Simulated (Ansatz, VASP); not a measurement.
# BN: VASP beside Ansatz

The input POSCAR:

```
BN
1.0
    2.6202684995      0.0000000000      0.0000000000
   -1.3101342498      2.2692190853      0.0000000000
    0.0000000000      0.0000000000      4.3340498018
B N
2 2
Direct
    0.3333333333      0.6666666667     -0.0001895886
    0.6666666667      0.3333333333      0.4998104114
    0.3333333333      0.6666666667      0.3751895886
    0.6666666667      0.3333333333      0.8751895886
```

Contents of INCAR.step1:

```
SYSTEM = BN
  ALGO = Normal
  EDIFF = 1E-4
  ENCUT = 520
  GGA = PE
  ISMEAR = 0
  LASPH = .True.
  LCHARG = .False.
  LREAL = .False.
  LWAVE = .True.
  NBANDS = 16
  NELM = 100
  PREC = Accurate
  SIGMA = 0.01
```

Contents of INCAR.step2:

```
SYSTEM = BN
  ALGO = Normal
  EDIFF = 1E-7
  ENCUT = 520
  ISIF = 2
  ISMEAR = 0
  ISTART = 1
  LASPH = .True.
  LCHARG = .False.
  LMIXTAU = .True.
  LREAL = .False.
  LWAVE = .False.
  METAGGA = R2SCAN
  NBANDS = 16
  NELM = 100
  PREC = Accurate
  SIGMA = 0.01
```

KPOINTS

```
k-points
0
Gamma
  12 12 6
  0 0 0
```

Input for Ansatz:

```yaml
crystal:
  lattice:
    - [2.6202684995, 0.0, 0.0]
    - [-1.3101342498, 2.2692190853, 0.0]
    - [0.0, 0.0, 4.3340498018]
  atoms:
    - { symbol: B, position: [0.3333333333, 0.6666666667, -0.0001895886] }
    - { symbol: B, position: [0.6666666667, 0.3333333333, 0.4998104114] }
    - { symbol: "N", position: [0.3333333333, 0.6666666667, 0.3751895886] }
    - { symbol: "N", position: [0.6666666667, 0.3333333333, 0.8751895886] }
kpoints:
  mp_grid: { grid: [12, 12, 6] }
  band_path:
    path:
      - [0.0, 0.0, 0.0]
      - [0.5, 0.0, 0.0]
      - [0.3333333333, 0.3333333333, 0.0]
      - [0.0, 0.0, 0.5]
      - [0.5, 0.0, 0.5]
      - [0.3333333333, 0.3333333333, 0.5]
      - [0.1, 0.0, 0.0]
    npoints: 1
hamiltonian:
  xc: r2scan
scf:
  occupations: { method: fixed }
  n_extra_bands: 5
output:
  forces: true
  stress: true
  eigenvalues: true
  write_density: true
  write_potential: true
  elf: true
  volumetric_format: npy
```

Change from the starting cell: hydrostatic strain +3.0%.

Alike in both runs: task single point; functional r2SCAN; k mesh 12 × 12 × 6; no spin polarisation.

|  | VASP | Ansatz |
| --- | --- | --- |
| version | VASP 6.6.1 | Ansatz 0.2.0 |
| potentials or method | VASP PAW PBE potentials, release 64 (B, N) | plane waves, PAW |
| plane-wave cutoff (eV) | 520 | 500 |
| occupations | gaussian, width 0.01 eV | fixed |
| valence electrons in the cell | 16 | 16 |

```csv
,VASP,Ansatz,Ansatz less VASP
gap on the k mesh at the Fermi level (eV),5.87,5.90,+0.027
pressure (GPa),-28.7,-29.5,-0.78
```

VASP's potentials were made for PBE, not for r2SCAN. Both programs put the cell under strong tension, so it lies far from rest at this level.
